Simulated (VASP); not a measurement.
Input of a VASP 6.6.1 run:

The input INCAR:

```
  ALGO = Normal
  EDIFF = 1E-6
  ENCUT = 520
  GGA = PS
  ISIF = 2
  ISMEAR = -1
  IVDW = 12
  LASPH = True
  LCHARG = False
  LREAL = False
  LWAVE = False
  NBANDS = 49
  NELM = 100
  PREC = Accurate
  SIGMA = 0.05
```

KPOINTS

```
k-points
0
Gamma
  9 9 1
```

POSCAR

```
Te2Mo
1.0
    3.4331290709      0.0000000000      0.0000000000
   -1.7165645355      2.9731769898      0.0000000000
    0.0000000000      0.0000000000     20.7858606808
Te Mo
6 3
Direct
    0.0000000000      0.0000000000      0.0873739979
    0.3333333333      0.6666666667      0.4079375927
    0.3333333333      0.6666666667      0.7668993316
    0.3333333333      0.6666666667      0.2331006684
    0.3333333333      0.6666666667      0.5920624073
    0.0000000000      0.0000000000      0.9126260021
    0.3333333333      0.6666666667      0.0000000000
    0.0000000000      0.0000000000      0.3205992702
    0.0000000000      0.0000000000      0.6794007298
```

Potentials or basis: VASP PAW PBE potentials, release 64 (Te, Mo_sv).

Run with:

```sh
$ cat potpaw_PBE.64/Te/POTCAR potpaw_PBE.64/Mo_sv/POTCAR > POTCAR
$ mpirun -np 1 vasp_std > vasp.out
```

**Question.** Predict the largest force.

**Answer.** 0.035 eV/Å.

**Question.** What does it give for the dispersion energy per atom?

**Answer.** -0.547 eV.

**Question.** Estimate the pressure.

**Answer.** 0.1 GPa.

**Question.** Estimate the band gap on the k mesh.

**Answer.** 0.55 eV, indirect (least direct gap 1.17 eV).

Forces in eV/Å, atoms in the order of the input:
```
Te   0.000  0.000  0.032
Te   0.000  0.000  0.035
Te   0.000  0.000  0.030
Te   0.000  0.000 -0.030
Te   0.000  0.000 -0.035
Te   0.000  0.000 -0.032
Mo   0.000  0.000  0.000
Mo   0.000  0.000  0.001
Mo   0.000  0.000 -0.001
```

Caveat: the PAW data sets were made with another functional, which shifts forces and pressure a little; spin-orbit coupling is left out, which moves the levels of the heavy elements. A k mesh can miss the band edges.
